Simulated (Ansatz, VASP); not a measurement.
# One calculation of PbF2, two programs

```
CELL_PARAMETERS angstrom
0.00000 2.96044 2.96044
2.96044 0.00000 2.96044
2.96044 2.96044 0.00000
ATOMIC_POSITIONS crystal
Pb 0.00000 0.00000 0.00000
F 0.25000 0.25000 0.25000
F 0.75000 0.75000 0.75000
```

Alike in both runs: task single point; functional PBEsol; k mesh 6 × 6 × 6; occupations methfessel-paxton of order 1, width 0.05 eV; no spin polarisation.

|  | VASP | Ansatz |
| --- | --- | --- |
| version | VASP 6.6.1 | Ansatz 0.2.0 |
| potentials or method | VASP PAW PBE potentials, release 64 (Pb_d, F) | plane waves |
| plane-wave cutoff (eV) | 600 | 420 |
| valence electrons in the cell | 28 | 28 |

```csv
,VASP,Ansatz,Ansatz less VASP
gap on the k mesh at the Fermi level (eV),4.33,4.33,+0.005
pressure (GPa),-1.1,-0.8,+0.22
```

VASP's potentials were made for PBE, not for PBEsol. The functional is the same, so the differences come from potentials, cutoffs and numerics.

Neither program's run includes spin-orbit coupling.
